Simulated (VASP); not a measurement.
Here is a VASP 6.6.1 calculation.

Contents of INCAR:

```
PREC = Accurate
ENCUT = 520
EDIFF = 1E-7
ISMEAR = 0
SIGMA = 0.15
LREAL = F
LASPH = T
NELM = 60
ALGO = Fast
ISIF = 2
LWAVE = F
LCHARG = F
GGA = CA
NBANDS = 12
```

The input KPOINTS:

```
Automatic mesh
0
Gamma
  22 22 22
```

POSCAR

```
In
1.0
   -1.6393455630      1.6393455630      2.3755756553
    1.6393455630     -1.6393455630      2.3755756553
    1.6393455630      1.6393455630     -2.3755756553
In
1
Direct
    0.0000000000      0.0000000000      0.0000000000
```

Potentials or basis: VASP PAW LDA potentials, release 64 (In_d).

The run is started by

```sh
$ cat potpaw_LDA.64/In_d/POTCAR > POTCAR
$ mpirun -np 1 vasp_std > vasp.out
```

(1) Predict the band gap on the k mesh.

(2) Estimate the pressure.

Results:

(1) zero (an odd number of electrons rules out a gap without spin polarisation).

(2) -1.6 GPa.

Caveat: spin-orbit coupling is left out, which moves the levels of the heavy elements.
